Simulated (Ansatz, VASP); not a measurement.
**One calculation of FeCo, two programs**

```
CELL_PARAMETERS angstrom
2.81614 0.00000 0.00000
0.00000 2.81614 0.00000
0.00000 0.00000 2.81614
ATOMIC_POSITIONS crystal
Fe 0.50000 0.50000 0.50000
Co 0.00000 0.00000 0.00000
```

Alike in both runs: task single point; functional PBE; k mesh 14 × 14 × 14; occupations gaussian, width 0.1 eV; collinear spin.

|  | VASP | Ansatz |
| --- | --- | --- |
| version | VASP 6.6.1 | Ansatz 0.2.0 |
| potentials or method | VASP PAW PBE potentials, release 64 (Fe, Co), cutoff 600 eV | scalar-relativistic, plane waves, PAW |
| valence electrons in the cell | 17 | 33 |

```csv
,VASP,Ansatz,Ansatz less VASP
gap on the k mesh at the Fermi level (eV),none,none,-
pressure (GPa),5.8,6.6,+0.70
net moment per atom (μB),2.25,2.26,+0.005
size of the moment on the site where the two differ most (μB),1.76,1.83,+0.071
```

Site moments also hang on the region over which each program counts them. A gap of «none» marks a metal or a gap that the smearing closes. VASP's potentials hold 17 valence electrons a cell and Ansatz's 33, so a difference there can come from the potentials and not from the codes.
